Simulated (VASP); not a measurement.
# WC (Qusongite) (P-6m2) in VASP: further runs, part 2 of 3

VASP 6.6.1. Earlier steps stand in the parts before.

### 4 Single point, revPBE

This run uses another cell than the first one, of 10.17 Å³/atom, 1.043 times its volume.

Input file INCAR:

```
PREC     = Accurate       # precision mode
ENCUT    = 520            # plane-wave cutoff, eV
EDIFF    = 1E-7           # SCF threshold, eV
ISMEAR   = -1             # smearing method
SIGMA    = 0.05           # smearing width, eV
LREAL    = F              # projectors in reciprocal space
LASPH    = T              # aspherical terms in the spheres
NELM     = 100            # most SCF steps
ALGO     = Normal         # electronic algorithm
ISIF     = 2              # what is computed and relaxed
LWAVE    = F              # write WAVECAR
LCHARG   = F              # write CHGCAR
GGA      = RE             # functional
NBANDS   = 16             # bands
```

Input file KPOINTS:

```
Automatic mesh
0
Gamma
  10 10 9
```

Input file POSCAR:

```
WC
1.0
    2.8869927008      0.0000000000      0.0000000000
   -1.4434963504      2.5002090195      0.0000000000
    0.0000000000      0.0000000000      2.8175618425
W C
1 1
Direct
    0.0000000000      0.0000000000      0.0000000000
    0.6666666667      0.3333333333      0.5000000000
```

Potentials or basis: VASP PAW PBE potentials, release 64 (W_sv, C).

On the command line:

```sh
> cat potpaw_PBE.64/W_sv/POTCAR potpaw_PBE.64/C/POTCAR > POTCAR
> mpirun -np 1 vasp_std > vasp.out
```

OUTCAR:

```text
PREC = Accurate
   ENCUT = 520
   EDIFF = 1E-7
   ISMEAR = -1
   LREAL = F
   LASPH = T
   NELM = 100
   ISIF = 2
   GGA = RE

 ion  position               nearest neighbor table
   1  0.000  0.000  0.000-   2 2.18   2 2.18   2 2.18   2 2.18   2 2.18   2 2.18
   2  0.667  0.333  0.500-   1 2.18   1 2.18   1 2.18   1 2.18   1 2.18   1 2.18

  LATTYP: Found a hexagonal cell.
 ALAT       =     2.8869927008
 C/A-ratio  =     0.9759504559

  Lattice vectors:

 A1 = (   2.8869927008,   0.0000000000,   0.0000000000)
 A2 = (  -1.4434963504,   2.5002090195,   0.0000000000)
 A3 = (   0.0000000000,   0.0000000000,   2.8175618425)

Analysis of symmetry for initial positions (statically):
=====================================================================
 Subroutine PRICEL returns:
 Original cell was already a primitive cell.

 Routine SETGRP: Setting up the symmetry group for a
 hexagonal supercell.

 Subroutine GETGRP returns: Found 12 space group operations
 (whereof 12 operations were pure point group operations)
 out of a pool of 24 trial point group operations.

The static configuration has the point symmetry D_3h.

Analysis of symmetry for dynamics (positions and initial velocities):
=====================================================================
 Subroutine PRICEL returns:
 Original cell was already a primitive cell.

 Routine SETGRP: Setting up the symmetry group for a
 hexagonal supercell.

 Subroutine GETGRP returns: Found 12 space group operations
 (whereof 12 operations were pure point group operations)
 out of a pool of 24 trial point group operations.

The dynamic configuration has the point symmetry D_3h.

 Subroutine INISYM returns: Found 12 space group operations
 (whereof 12 operations are pure point group operations),
 and found     1 'primitive' translations

----------------------------------------------------------------------------------------

                                     Primitive cell

  volume of cell :      20.3374

  direct lattice vectors                    reciprocal lattice vectors
     2.886992701  0.000000000  0.000000000     0.346381201  0.199983280  0.000000000
    -1.443496350  2.500209020  0.000000000     0.000000000  0.399966560  0.000000000
     0.000000000  0.000000000  2.817561842     0.000000000  0.000000000  0.354916788

  length of vectors
     2.886992701  2.886992701  2.817561842     0.399966560  0.399966560  0.354916788

  position of ions in fractional coordinates (direct lattice)
     0.000000000  0.000000000  0.000000000
     0.666666667  0.333333333  0.500000000

  ion indices of the primitive-cell ions
   primitive index   ion index
                 1           1
                 2           2

----------------------------------------------------------------------------------------

 KPOINTS: Automatic mesh

Automatic generation of k-mesh.
 Grid dimensions read from file:
 generate k-points for:   10   10    9

 Generating k-lattice:

  Cartesian coordinates                     Fractional coordinates (reciprocal lattice)
     0.034638120  0.019998328  0.000000000     0.100000000  0.000000000  0.000000000
     0.000000000  0.039996656  0.000000000     0.000000000  0.100000000  0.000000000
     0.000000000  0.000000000  0.039435199     0.000000000  0.000000000  0.111111111

  Length of vectors
     0.039996656  0.039996656  0.039435199

  Shift w.r.t. Gamma in fractional coordinates (k-lattice)
     0.000000000  0.000000000  0.000000000

 Subroutine IBZKPT returns following result:
 ===========================================

 Found     70 irreducible k-points:

 Following reciprocal coordinates:
            Coordinates               Weight
  0.000000  0.000000  0.000000      1.000000
  0.100000  0.000000  0.000000      6.000000
  0.200000  0.000000  0.000000      6.000000
  0.300000  0.000000  0.000000      6.000000
  0.400000  0.000000  0.000000      6.000000
  0.500000  0.000000  0.000000      3.000000
[... 16 lines left out ...]
  0.300000  0.100000  0.111111     24.000000
  0.400000  0.100000  0.111111     24.000000
 [... further k-points ...]
   k-points           NKPTS =     70   k-points in BZ     NKDIM =     70   number of bands    NBANDS=     16
   number of dos      NEDOS =    301   number of ions     NIONS =      2
   total plane-waves  NPLWV =  13824
   dimension x,y,z NGX =    24 NGY =   24 NGZ =   24
   dimension x,y,z NGXF=    48 NGYF=   48 NGZF=   48
   ions per type =               1   1
   NGX,Y,Z   is equivalent  to a cutoff of  13.82, 13.82, 14.16 a.u.
   NGXF,Y,Z  is equivalent  to a cutoff of  27.64, 27.64, 28.32 a.u.
 SYSTEM =  unknown system
   PREC   = accura    normal or accurate (medium, high low for compatibility)
   ISTART =      0    job   : 0-new  1-cont  2-samecut
   ICHARG =      2    charge: 1-file 2-atom 10-const
   ISPIN  =      1    spin polarized calculation?
   LNONCOLLINEAR =      F non collinear calculations
   LSORBIT =      F    spin-orbit coupling
   LASPH  =      T    aspherical Exc in radial PAW
   ENCUT  =  520.0 eV  38.22 Ry    6.18 a.u.   5.37  5.37  5.24*2*pi/ulx,y,z
   NELM   =    100;   NELMIN=  2; NELMDL= -5     # of ELM steps
   EDIFF  = 0.1E-06   stopping-criterion for ELM
   LREAL  =      F    real-space projection
   EDIFFG = 0.1E-05   stopping-criterion for IOM
   NSW    =      0    number of steps for IOM
   IBRION =     -1    ionic relax: 0-MD 1-quasi-New 2-CG
   NFREE  =      0    steps in history (QN), initial steepest desc. (CG)
   ISIF   =      2    stress and relaxation
   ISYM   =      2    0-nonsym 1-usesym 2-fastsym
   POTIM  = 0.5000    time-step for ionic-motion
   TEBEG  =    0.0;   TEEND  =   0.0 temperature during run
   PSTRESS=    0.0 pullay stress
   NELECT =      18.0000    total number of electrons
   NUPDOWN=      -1.0000    fix difference up-down
   EMIN   =  10.00;   EMAX   =-10.00  energy-range for DOS
[... 5 lines left out ...]
     AMIX     =   0.40;   BMIX     =  1.00
     AMIX_MAG =   1.60;   BMIX_MAG =  1.00
  volume/ion in A,a.u.               =      10.17        68.62
  Fermi-wavevector in a.u.,A,eV,Ry     =   1.571812  2.970293 33.614444  2.470592
  Thomas-Fermi vector in A             =   2.673340
   LORBIT       =      0    0 simple, 1 ext, 2 COOP (PROOUT), +10 PAW based schemes
   GGA     = RE    functional components
   LHFCALC =     F    Hartree Fock is set to
   AEXX    =    0.0000 exact exchange contribution
   IVDW    =     0    specifies the selected vdW correction
   LEPSILON=     F    determine dielectric tensor
   LRPA    =     F    only Hartree local field effects (RPA)
 non-spin polarized calculation
  energy-cutoff  :      520.00
  volume of cell :       20.34
 maximum number of plane-waves:       569
 NGX is ok and might be reduce to    24
   NGX = 11   NGY = 11   NGZ = 11

 number of electron      18.0000001 magnetization

 Free energy of the ion-electron system (eV)
  ---------------------------------------------------
  ext. energy  EPLUGINS =         0.00000000
  ---------------------------------------------------
  free energy    TOTEN  =       -21.54741321 eV

  energy without entropy =      -21.54554265  energy(sigma->0) =      -21.54647793

 E-fermi :  11.4309     XC(G=0): -13.8800

 val. band max:       11.3417851553   @ k =   0.0000   0.0000   0.3333
 cond. band min:      11.4464793858   @ k =   0.1000   0.0000   0.3333
 fundamental gap:      0.1046942305
 Fermi energy:        11.4309117915

 k-point     1 :       0.0000    0.0000    0.0000
  band No.  band energies     occupation
      1     -62.5413      2.00000
      2     -26.5206      2.00000
      3     -26.4086      2.00000
      4     -26.4086      2.00000
      5      -3.2085      2.00000
      6       7.0076      2.00000
[... 8 lines left out ...]
     15      25.9754      0.00000
     16      28.3394      0.00000

 k-point     2 :       0.1000    0.0000    0.0000
  band No.  band energies     occupation
      1     -62.5352      2.00000
      2     -26.5093      2.00000
      3     -26.4967      2.00000
      4     -26.4284      2.00000
      5      -2.9414      2.00000
      6       7.0426      2.00000
[... 8 lines left out ...]
     15      25.5053      0.00000
     16      28.9006      0.00000
[... 387 lines left out ...]
      5      -0.4003      2.00000
      6       4.9853      2.00000
[... 8 lines left out ...]
     15      25.9478      0.00000
     16      28.2793      0.00000

 k-point    24 :       0.4000    0.1000    0.1111
  band No.  band energies     occupation
      1     -62.4722      2.00000
      2     -27.2222      2.00000
      3     -26.6510      2.00000
      4     -26.4896      2.00000
      5       0.2902      2.00000
      6       4.4199      2.00000
[... 8 lines left out ...]
     15      25.1283      0.00000
     16      29.1510      0.00000

 [... further k-points ...]
[... 5 lines left out ...]
  --------------------------------------------------------------------------------------
  -------------------------------------------------------------------------------------
  Total        2.3328530      2.3328530      2.4810208     -0.0000000     -0.0000000      0.0000000
  in kB      183.7818015    183.7818015    195.4544347     -0.0000000     -0.0000000      0.0000000
  external PRESSURE =     187.6726793 kB  Pullay stress =       0.0000000 kB

 VOLUME and BASIS-vectors are now :
 -----------------------------------------------------------------------------
  energy-cutoff  :      520.00
  volume of cell :       20.34
      direct lattice vectors                 reciprocal lattice vectors
     2.886992701  0.000000000  0.000000000     0.346381201  0.199983280  0.000000000
    -1.443496350  2.500209020  0.000000000     0.000000000  0.399966560  0.000000000
     0.000000000  0.000000000  2.817561842     0.000000000  0.000000000  0.354916788

 POSITION                                       TOTAL-FORCE (eV/Angst)
 -----------------------------------------------------------------------------------
      0.00000      0.00000      0.00000         0.000000      0.000000      0.000000
      1.44350      0.83340      1.40878        -0.000000      0.000000      0.000000
 -----------------------------------------------------------------------------------
    total drift:                                0.000000     -0.000000      0.000000

  FREE ENERGIE OF THE ION-ELECTRON SYSTEM (eV)
  ---------------------------------------------------
  free  energy   TOTEN  =       -21.5474132138 eV

  energy  without entropy=      -21.5455426506  energy(sigma->0) =      -21.54647793
```

It took 13 s on 1 thread of Intel Xeon Platinum 8259CL at 2.50GHz (Skylake/Cascade Lake), shared host; peak memory 0.15 GiB.

Results:

```yaml
Free_energy: -21.5474 eV
Pressure: 18.8 GPa
Band_gap_on_the_k_mesh: zero (band 9 reaches 12.10 eV, above the bottom of band 10 at 10.88 eV)
```

Caveat: the PAW data sets were made with another functional, which shifts forces and pressure a little; spin-orbit coupling is left out, which moves the levels of the heavy elements.

[end of part 2 of 3]
